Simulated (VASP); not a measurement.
Wanted: the native input for a VASP 6.6.1 run.

```yaml
Task: single point
Functional: PBEsol
Potentials_or_basis: VASP PAW PBE potentials, release 64 (Al, Ni)
Cutoff: 520 eV
k_mesh: 18 × 18 × 18
Occupations: gaussian, width 0.1 eV
Spin: no spin polarisation
Dipole_correction: no
Further_INCAR_settings: ALGO = Fast; EDIFF = 1e-06; NBANDS = 14
```

The structure of AlNi lies in POSCAR:

```
AlNi
1.0
    2.8945526359      0.0000000000      0.0000000000
    0.0000000000      2.8945526359      0.0000000000
    0.0000000000      0.0000000000      2.7335453817
Al Ni
1 1
Direct
    0.5000000000      0.5000000000      0.5000000000
    0.0000000000      0.0000000000      0.0000000000
```

This cell differs from its parent crystal: uniaxial strain along c: -4.5 %.

The input as run:

INCAR

```
ALGO = Fast ; EDIFF = 1E-6
ENCUT = 520 ; GGA = PS
ISIF = 2 ; ISMEAR = 0
LASPH = T ; LCHARG = F
LREAL = F ; LWAVE = F
NBANDS = 14 ; NELM = 60
PREC = Accurate ; SIGMA = 0.1
```

KPOINTS

```
k-points
0
Gamma
  18 18 18
```

Potentials or basis: VASP PAW PBE potentials, release 64 (Al, Ni).

Run with:

```bash
$ cat potpaw_PBE.64/Al/POTCAR potpaw_PBE.64/Ni/POTCAR > POTCAR
$ mpirun -np 1 vasp_std > vasp.out
```

Results of the run:

```json
{
 "Pressure": "4.3 GPa",
 "Band gap on the k mesh": "zero (an odd number of electrons rules out a gap without spin polarisation)"
}
```

Caveat: the cell differs from its parent crystal (uniaxial strain along c: -4.5 %); the stress differs along the axes, from 2 to 8 GPa; the PAW data sets were made with another functional, which shifts forces and pressure a little.

It took 110 s on 1 thread of AMD EPYC 9R45 96-Core Processor (Zen 5), with other jobs on the host, peak memory 0.25 GiB.
